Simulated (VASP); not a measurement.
Crystal: Cd4S3.

```
CELL_PARAMETERS angstrom
4.13000 0.00000 0.00000
-2.06500 3.57668 0.00000
0.00000 0.00000 12.10000
ATOMIC_POSITIONS crystal
Cd 0.00000 0.00000 0.55700
Cd 0.33333 0.66667 0.83550
Cd 0.33333 0.66667 0.27850
Cd 0.00000 0.00000 0.00000
S 0.33333 0.66667 0.48760
S 0.00000 0.00000 0.76600
S 0.00000 0.00000 0.20900
```

- Program: VASP 6.6.1
- Task: relaxation of cell and atoms
- Functional: PBE
- Potentials or basis: VASP PAW PBE potentials, release 64 (Cd, S)
- Cutoff: 600 eV
- k mesh: 5 × 5 × 2
- Occupations: gaussian, width 0.2 eV
- Spin: no spin polarisation

At the start: pressure 3.0 GPa; volume 25.53 Å³/atom.

Question: Where does the relaxation end?

Answer: Over 8 steps the energy falls by 38.1 meV/atom and the volume is 26.63 Å³/atom (+4.3 %); space group P3m1 (No. 156, to 0.05 Å).

The path:
```csv
step,energy change (eV),largest force (eV/Å),pressure (GPa),volume (Å³)
1,0.0000,1.1217,2.95,178.74
2,-0.1890,0.4709,-0.72,191.17
3,-0.1890,0.4602,-0.77,191.38
4,-0.2286,0.2689,-0.47,189.37
5,-0.2536,0.3158,0.05,186.31
6,-0.2640,0.1229,0.06,186.14
7,-0.2653,0.0812,0.07,186.05
8,-0.2669,0.0586,-0.08,186.43
```

Final structure:
```yaml
crystal:
  lattice:
    - [4.11732, 0.00000, 0.00000]
    - [-2.05866, 3.56570, 0.00000]
    - [0.00000, 0.00000, 12.69889]
  atoms:
    - { symbol: Cd, position: [0.00000, 0.00000, 0.55504] }
    - { symbol: Cd, position: [0.33333, 0.66667, 0.84597] }
    - { symbol: Cd, position: [0.33333, 0.66667, 0.28224] }
    - { symbol: Cd, position: [0.00000, 0.00000, 0.00464] }
    - { symbol: S, position: [0.33333, 0.66667, 0.48196] }
    - { symbol: S, position: [0.00000, 0.00000, 0.75601] }
    - { symbol: S, position: [0.00000, 0.00000, 0.20774] }
```

Caveat: the relaxation stopped at a loose force limit of 0.08 eV/Å, so its end isn't a converged minimum.
